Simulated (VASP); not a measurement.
Set up this calculation in VASP 6.6.1, as the native input.

```
Task                   : single point
Functional             : PBE
Potentials or basis    : VASP PAW PBE potentials, release 64 (Si, Ge_d)
Cutoff                 : 520 eV
k mesh                 : 8 × 8 × 8
Occupations            : gaussian, width 0.1 eV
Spin                   : no spin polarisation
Dipole correction      : no
Further INCAR settings : ALGO = Normal; EDIFF = 1e-07; NBANDS = 36
```

The structure of Si3Ge lies in POSCAR:

```
Si3Ge
1.0
    5.0760175477      0.0000000000      0.0000000000
    0.0000000000      5.0760175477      0.0000000000
    0.0000000000      0.0000000000      5.0760175477
Si Ge
6 2
Direct
    0.5000000000      0.2500000000      0.0000000000
    0.5000000000      0.7500000000      0.0000000000
    0.2500000000      0.0000000000      0.5000000000
    0.7500000000      0.0000000000      0.5000000000
    0.0000000000      0.5000000000      0.2500000000
    0.0000000000      0.5000000000      0.7500000000
    0.5000000000      0.5000000000      0.5000000000
    0.0000000000      0.0000000000      0.0000000000
```

The cell was built from a structure type or drawn by symmetry, and may not be a known phase.

The input as run:

INCAR

```
PREC = Accurate ; ENCUT = 520
EDIFF = 1E-7 ; ISMEAR = 0
SIGMA = 0.1 ; LREAL = F
LASPH = T ; NELM = 100
ALGO = Normal ; ISIF = 2
LWAVE = F ; LCHARG = F
GGA = PE ; NBANDS = 36
```

KPOINTS

```
regular mesh
0
Gamma
  8 8 8
```

Potentials or basis: VASP PAW PBE potentials, release 64 (Si, Ge_d).

Run with:

```console
$ cat potpaw_PBE.64/Si/POTCAR potpaw_PBE.64/Ge_d/POTCAR > POTCAR
$ mpirun -np 1 vasp_std > vasp.out
```

It gave:

| Property | Result |
| --- | --- |
| Pressure | 0.0 GPa |
| Band gap on the k mesh | zero (bands 26 and 27 overlap by 2.50 eV) |

Run time: 100 s on 1 thread of Intel(R) Xeon(R) 6975P-C (Granite Rapids) (shared host), peak memory 0.31 GiB.
